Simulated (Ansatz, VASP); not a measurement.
Cu: VASP beside Ansatz

```
CELL_PARAMETERS angstrom
0.00000 1.82500 1.82500
1.82500 0.00000 1.82500
1.82500 1.82500 0.00000
ATOMIC_POSITIONS crystal
Cu 0.00000 0.00000 0.00000
```

Alike in both runs: task single point; functional LDA; k mesh 8 × 8 × 8; occupations gaussian, width 0.1 eV; no spin polarisation.

|  | VASP | Ansatz |
| --- | --- | --- |
| version | VASP 6.6.1 | Ansatz 0.2.0 |
| potentials or method | VASP PAW LDA potentials, release 64 (Cu), cutoff 600 eV | scalar-relativistic, plane waves, PAW |
| valence electrons in the cell | 11 | 19 |

```csv
,VASP,Ansatz,Ansatz less VASP
gap on the k mesh at the Fermi level (eV),none,none,-
pressure (GPa),-14.2,-15.0,-0.83
```

Ansatz warns that its potentials were made for another functional, while VASP's fit it. LDA's correlation is that of Perdew and Zunger in VASP and of Perdew and Wang (1992) in Ansatz. A gap of «none» marks a metal or a gap that the smearing closes. VASP's potentials hold 11 valence electrons a cell and Ansatz's 19, so a difference there can come from the potentials and not from the codes.

The k mesh is coarse, so the values compare programs but aren't converged.
